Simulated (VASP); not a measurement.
# La (Pm-3m) in VASP: further runs, part 2 of 2

VASP 6.6.1.

## 3. Single point, BLYP (volume scaled by 1.08)

INCAR

```
PREC = Accurate ; ENCUT = 520
EDIFF = 1E-7 ; ISMEAR = -1
SIGMA = 0.1 ; LREAL = False
LASPH = True ; NELM = 80
ALGO = Normal ; ISIF = 2
LWAVE = False ; LCHARG = False
GGA = B5 ; ALDAX = 1.0
AGGAX = 1.0 ; AGGAC = 1.0
ALDAC = 0.0 ; NBANDS = 12
```

KPOINTS

```
Automatic mesh
0
Gamma
  10 10 10
```

POSCAR

```
La
1.0
    3.5303764657      0.0000000000      0.0000000000
    0.0000000000      3.5303764657      0.0000000000
    0.0000000000      0.0000000000      3.5303764657
La
1
Direct
    0.0000000000      0.0000000000      0.0000000000
```

Potentials or basis: VASP PAW PBE potentials, release 64 (La).

Run with:

```sh
cat potpaw_PBE.64/La/POTCAR > POTCAR
mpirun -np 1 vasp_std > vasp.out
```

OUTCAR:

```text
PREC = Accurate
   ENCUT = 520
   EDIFF = 1E-7
   ISMEAR = -1
   LREAL = False
   LASPH = True
   NELM = 80
   ISIF = 2
   GGA = B5

 ion  position               nearest neighbor table
   1  0.000  0.000  0.000-

  LATTYP: Found a simple cubic cell.
 ALAT       =     3.5303764657

  Lattice vectors:

 A1 = (   3.5303764657,   0.0000000000,   0.0000000000)
 A2 = (   0.0000000000,   3.5303764657,   0.0000000000)
 A3 = (   0.0000000000,   0.0000000000,   3.5303764657)

Analysis of symmetry for initial positions (statically):
=====================================================================
 Subroutine PRICEL returns:
 Original cell was already a primitive cell.

 Routine SETGRP: Setting up the symmetry group for a
 simple cubic supercell.

 Subroutine GETGRP returns: Found 48 space group operations
[... 9 lines left out ...]

 Routine SETGRP: Setting up the symmetry group for a
 simple cubic supercell.

 Subroutine GETGRP returns: Found 48 space group operations
[... 11 lines left out ...]
                                     Primitive cell

  volume of cell :      44.0011

  direct lattice vectors                    reciprocal lattice vectors
     3.530376466  0.000000000  0.000000000     0.283255910  0.000000000  0.000000000
     0.000000000  3.530376466  0.000000000     0.000000000  0.283255910  0.000000000
     0.000000000  0.000000000  3.530376466     0.000000000  0.000000000  0.283255910

  length of vectors
     3.530376466  3.530376466  3.530376466     0.283255910  0.283255910  0.283255910

  position of ions in fractional coordinates (direct lattice)
     0.000000000  0.000000000  0.000000000

  ion indices of the primitive-cell ions
   primitive index   ion index
                 1           1

[... 87 lines left out ...]
   EFERMI_NEDOS =   21; number of points for ismear=-14 and -15
   IALGO  =     38    algorithm
   IMIX   =      4    mixing-type and parameters
     AMIX     =   0.40;   BMIX     =  1.00
     AMIX_MAG =   1.60;   BMIX_MAG =  1.00
  volume/ion in A,a.u.               =      44.00       296.93
  Fermi-wavevector in a.u.,A,eV,Ry     =   1.031299  1.948873 14.470859  1.063578
  Thomas-Fermi vector in A             =   2.165440
   LORBIT       =      0    0 simple, 1 ext, 2 COOP (PROOUT), +10 PAW based schemes
   GGA     = B5    functional components
   LHFCALC =     F    Hartree Fock is set to
   AEXX    =    0.0000 exact exchange contribution
   IVDW    =     0    specifies the selected vdW correction
   LEPSILON=     F    determine dielectric tensor
   LRPA    =     F    only Hartree local field effects (RPA)
 non-spin polarized calculation
  energy-cutoff  :      520.00
  volume of cell :       44.00
 maximum number of plane-waves:      1213
 NGX is ok and might be reduce to    28
   NGX = 13   NGY = 13   NGZ = 13

 number of electron      10.9999999 magnetization

 Free energy of the ion-electron system (eV)
  ---------------------------------------------------
  ext. energy  EPLUGINS =         0.00000000
  ---------------------------------------------------
  free energy    TOTEN  =        -3.50038054 eV

  energy without entropy =       -3.41220076  energy(sigma->0) =       -3.45629065

 E-fermi :   6.7087     XC(G=0):  -8.2829

 val. band max:        6.6837818643   @ k =   0.5000   0.2000   0.1000
 cond. band min:       6.7147132475   @ k =   0.3000   0.2000   0.0000
 fundamental gap:      0.0309313832
 Fermi energy:         6.7086770441

 k-point     1 :       0.0000    0.0000    0.0000
  band No.  band energies     occupation
      1     -26.5177      2.00000
      2      -9.5991      2.00000
      3      -9.5991      2.00000
      4      -9.5991      2.00000
      5       3.8988      2.00000
      6       5.8666      1.99956
      7       5.8666      1.99956
      8       8.0955      0.00000
      9       8.0955      0.00000
     10       8.0955      0.00000
     11       8.2307      0.00000
     12       8.2307      0.00000
[... 331 lines left out ...]
 k-point    24 :       0.3000    0.1000    0.1000
  band No.  band energies     occupation
      1     -26.4137      2.00000
      2     -10.3813      2.00000
      3      -9.6409      2.00000
      4      -9.6293      2.00000
      5       5.4746      1.99999
      6       6.5794      1.56921
      7       7.5180      0.00061
      8       7.8507      0.00002
      9       7.8560      0.00002
     10       8.1073      0.00000
     11       8.1882      0.00000
     12       8.3334      0.00000

 [... further k-points ...]
[... 5 lines left out ...]
  --------------------------------------------------------------------------------------
  -------------------------------------------------------------------------------------
  Total       -0.3688859     -0.3688859     -0.3688859      0.0000000      0.0000000      0.0000000
  in kB      -13.4319644    -13.4319644    -13.4319644      0.0000000      0.0000000      0.0000000
  external PRESSURE =     -13.4319644 kB  Pullay stress =       0.0000000 kB

 VOLUME and BASIS-vectors are now :
 -----------------------------------------------------------------------------
  energy-cutoff  :      520.00
  volume of cell :       44.00
      direct lattice vectors                 reciprocal lattice vectors
     3.530376466  0.000000000  0.000000000     0.283255910  0.000000000  0.000000000
     0.000000000  3.530376466  0.000000000     0.000000000  0.283255910  0.000000000
     0.000000000  0.000000000  3.530376466     0.000000000  0.000000000  0.283255910

 POSITION                                       TOTAL-FORCE (eV/Angst)
 -----------------------------------------------------------------------------------
      0.00000      0.00000      0.00000         0.000000      0.000000      0.000000
 -----------------------------------------------------------------------------------
    total drift:                               -0.000000      0.000000      0.000000

  FREE ENERGIE OF THE ION-ELECTRON SYSTEM (eV)
  ---------------------------------------------------
  free  energy   TOTEN  =        -3.5003805424 eV

  energy  without entropy=       -3.4122007560  energy(sigma->0) =       -3.45629065
```

stdout:

```text
POSCAR found type information on POSCAR La
 POSCAR found :  1 types and       1 ions
 scaLAPACK will be used
 -----------------------------------------------------------------------------
|                                                                             |
|                                                                             |
|     You enforced a specific xc type in the INCAR file but a different       |
|     I HOPE YOU KNOW WHAT YOU ARE DOING!                                     |
|                                                                             |
 -----------------------------------------------------------------------------

 LDA part: xc-table for (Slater(with rela. corr.)+VWN5), standard interpolation
 POSCAR, INCAR and KPOINTS ok, starting setup
 FFT: planning ... GRIDC
 FFT: planning ... GRID_SOFT
 FFT: planning ... GRID
 WAVECAR not read
 entering main loop
```

Wall time 44 s (1 thread of Intel Xeon 6975P-C (Granite Rapids), shared host); peak memory 0.18 GiB.

Results:

* Free energy: -3.5004 eV
* Pressure: -1.3 GPa

Caveat: the cell differs from its parent crystal (volume scaled by 1.08); the PAW data sets were made with another functional, which shifts forces and pressure a little; spin-orbit coupling is left out, which moves the levels of the heavy elements.

## 4. Single point, BLYP (volume scaled by 1.12)

INCAR

```
SYSTEM = La
PREC = Accurate
ENCUT = 520
EDIFF = 1E-7
ISMEAR = -1
SIGMA = 0.1
LREAL = .False.
LASPH = .True.
NELM = 80
ALGO = Normal
ISIF = 2
LWAVE = .False.
LCHARG = .False.
GGA = B5
ALDAX = 1.0
AGGAX = 1.0
AGGAC = 1.0
ALDAC = 0.0
NBANDS = 12
```

KPOINTS

```
regular mesh
0
Gamma
  10 10 10
  0 0 0
```

POSCAR

```
La
1.0
    3.5734340808      0.0000000000      0.0000000000
    0.0000000000      3.5734340808      0.0000000000
    0.0000000000      0.0000000000      3.5734340808
La
1
Direct
    0.0000000000      0.0000000000      0.0000000000
```

Run with:

```sh
cat potpaw_PBE.64/La/POTCAR > POTCAR
mpirun -np 1 vasp_std > vasp.out
```

Run time: 38 s. Hardware: 1 thread of Intel Xeon 6975P-C (Granite Rapids), shared host; peak memory 0.18 GiB.

It converged, with:

| Quantity | Value |
| --- | --- |
| Free energy | -3.4842 eV |
| Pressure | -1.8 GPa |

Levels at points of the mesh, in eV from the Fermi level:
```
           k point  band 3  band 4  band 5  band 6  band 7  band 8
(0.00, 0.00, 0.00)  -16.40  -16.40   -2.81   -0.80   -0.80    1.32
(0.50, 0.00, 0.00)  -16.30  -16.30   -0.91   -0.17    0.75    1.04
(0.50, 0.50, 0.00)  -17.32  -16.20   -1.68    0.26    1.06    1.06
(0.50, 0.50, 0.50)  -17.18  -17.18   -0.65   -0.65   -0.65    0.98
```

Caveat: the cell differs from its parent crystal (volume scaled by 1.12); the PAW data sets were made with another functional, which shifts forces and pressure a little; spin-orbit coupling is left out, which moves the levels of the heavy elements.

## 5. Single point, BLYP

This run uses another cell than the first one, of 40.74 Å³/atom, 0.962 times its volume.

INCAR

```
SYSTEM = La
AGGAC = 1.0
AGGAX = 1.0
ALDAC = 0.0
ALDAX = 1.0
ALGO = Normal
EDIFF = 1E-6
ENCUT = 520
GGA = B5
ISIF = 2
ISMEAR = -1
LASPH = .True.
LCHARG = .False.
LREAL = .False.
LWAVE = .False.
NBANDS = 12
NELM = 100
PREC = Accurate
SIGMA = 0.1
```

KPOINTS

```
k-points
0
Gamma
  15 15 15
  0 0 0
```

POSCAR

```
La
1.0
    3.4409611361      0.0000000000      0.0000000000
    0.0000000000      3.4409611361      0.0000000000
    0.0000000000      0.0000000000      3.4409611361
La
1
Direct
    0.0000000000      0.0000000000      0.0000000000
```

Run with:

```sh
cat potpaw_PBE.64/La/POTCAR > POTCAR
mpirun -np 1 vasp_std > vasp.out
```

It took 69 s on 1 thread of Intel Xeon 6975P-C (Granite Rapids), shared host; peak memory 0.21 GiB.

It converged, with:

```yaml
Free_energy: -3.5163 eV
Pressure: 0.0 GPa
```

Levels at points of the mesh, in eV from the Fermi level:
```tsv
k point	band 3	band 4	band 5	band 6	band 7	band 8
(0.00, 0.00, 0.00)	-16.11	-16.11	-2.80	-0.95	-0.95	1.53
```

Caveat: the PAW data sets were made with another functional, which shifts forces and pressure a little; spin-orbit coupling is left out, which moves the levels of the heavy elements.

## 6. Overview

| cell | k mesh | gap on the mesh (eV) | pressure (GPa) |
| --- | --- | --- | --- |
| a = 3.486 Å, 1 atom | 10 × 10 × 10 | none | -0.7 |
| a = 3.530 Å, 1 atom | 10 × 10 × 10 | none | -1.3 |
| a = 3.573 Å, 1 atom | 10 × 10 × 10 | none | -1.8 |
| a = 3.441 Å, 1 atom | 15 × 15 × 15 | none | 0.0 |

Alike in all rows: task single point; level BLYP; potentials or basis VASP PAW PBE potentials, release 64 (La); no spin polarisation; cutoff (eV) 520; smearing fermi-dirac 0.1 eV.

Caveats: the PAW data sets were made with another functional, which shifts forces and pressure a little; spin-orbit coupling is left out, which moves the levels of the heavy elements.

Total energies depend on the potentials used, so only differences within one code and one set of settings carry meaning.
